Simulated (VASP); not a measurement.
C64F (a cell with a defect), 65 atoms in the cell. The cell holds a defect, 65 atoms: a = 7.108 Å, b = 7.108 Å, c = 7.108 Å, α = 90.00°, β = 90.00°, γ = 90.00°. 

* Program: VASP 6.6.1
* Task: single point
* Functional: PBEsol
* Potentials or basis: VASP PAW PBE potentials, release 64 (C, F)
* Cutoff: 520 eV
* k mesh: 1 × 1 × 1, shifted
* Occupations: fermi-dirac, width 0.05 eV
* Spin: no spin polarisation
* Dipole correction: no
* Charge: -1
* Further INCAR settings: LREAL = Auto; ALGO = Normal; EDIFF = 1e-06; NBANDS = 170; ISYM = 0; NELECT = 264.0

Potentials or basis: VASP PAW PBE potentials, release 64 (C, F).

Command:

```sh
$ cat potpaw_PBE.64/C/POTCAR potpaw_PBE.64/F/POTCAR > POTCAR
$ mpirun -np 1 vasp_std > vasp.out
```

Hardware: 1 thread of Intel(R) Xeon(R) Platinum 8259CL CPU @ 2.50GHz (Skylake/Cascade Lake) (shared host).

**Question.** How long does it take, and how much memory?

**Answer.** Run time: 6.6 min on 1 thread of Intel(R) Xeon(R) Platinum 8259CL CPU @ 2.50GHz (Skylake/Cascade Lake) (shared host), peak memory 0.45 GiB. Counts: scf iterations 15, k points 4.
